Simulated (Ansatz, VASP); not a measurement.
## AlN: VASP beside Ansatz

POSCAR

```
AlN
1.0
    0.0000000000      2.0070211428      2.0070211428
    2.0070211428      0.0000000000      2.0070211428
    2.0070211428      2.0070211428      0.0000000000
Al N
1 1
Direct
    0.5000000000      0.5000000000      0.5000000000
    0.0000000000      0.0000000000      0.0000000000
```

INCAR.step1

```
SYSTEM = AlN
PREC = Accurate
ENCUT = 520
EDIFF = 1E-5
ISMEAR = -1
SIGMA = 0.05
LREAL = .False.
LASPH = .True.
NELM = 80
ALGO = Normal
ISIF = 2
LWAVE = .True.
LCHARG = .False.
GGA = PE
NBANDS = 11
```

INCAR.step2

```
SYSTEM = AlN
PREC = Accurate
ENCUT = 520
EDIFF = 1E-6
ISMEAR = -1
SIGMA = 0.05
LREAL = .False.
LASPH = .True.
NELM = 80
ALGO = Normal
ISIF = 2
LWAVE = .False.
LCHARG = .False.
GGA = PE
LHFCALC = .True.
HFSCREEN = 0.2079
PRECFOCK = Normal
ISTART = 1
NBANDS = 11
```

File KPOINTS:

```
regular mesh
0
Gamma
  6 6 6
  0 0 0
```

Contents of input:

```
crystal:
  lattice:
    - [0.0, 2.0070211428, 2.0070211428]
    - [2.0070211428, 0.0, 2.0070211428]
    - [2.0070211428, 2.0070211428, 0.0]
  atoms:
    - { symbol: Al, position: [0.5, 0.5, 0.5] }
    - { symbol: "N", position: [0.0, 0.0, 0.0] }
hamiltonian:
  xc: hse06
  pseudopotentials: { kind: paw }
kpoints:
  mp_grid: { grid: [6, 6, 6] }
scf:
  occupations: { method: fermi_dirac, width: 0.05 }
output:
  forces: true
  stress: true
  eigenvalues: true
```

Alike in both runs: task single point; functional HSE06; k mesh 6 × 6 × 6; occupations fermi-dirac, width 0.05 eV; no spin polarisation.

|  | VASP | Ansatz |
| --- | --- | --- |
| version | VASP 6.6.1 | Ansatz 0.2.0 |
| potentials or method | VASP PAW PBE potentials, release 64 (Al, N) | Ansatz PAW |
| plane-wave cutoff (eV) | 520 | 420 |
| valence electrons in the cell | 8 | 8 |

```tsv
	VASP	Ansatz	Ansatz less VASP
gap on the k mesh at the Fermi level (eV)	6.20	6.27	+0.070
least direct gap on the mesh (eV)	7.55	7.55	+0.003
pressure (GPa)	3.6	3.5	-0.08
```

The k mesh is coarse, so the values compare programs but aren't converged.
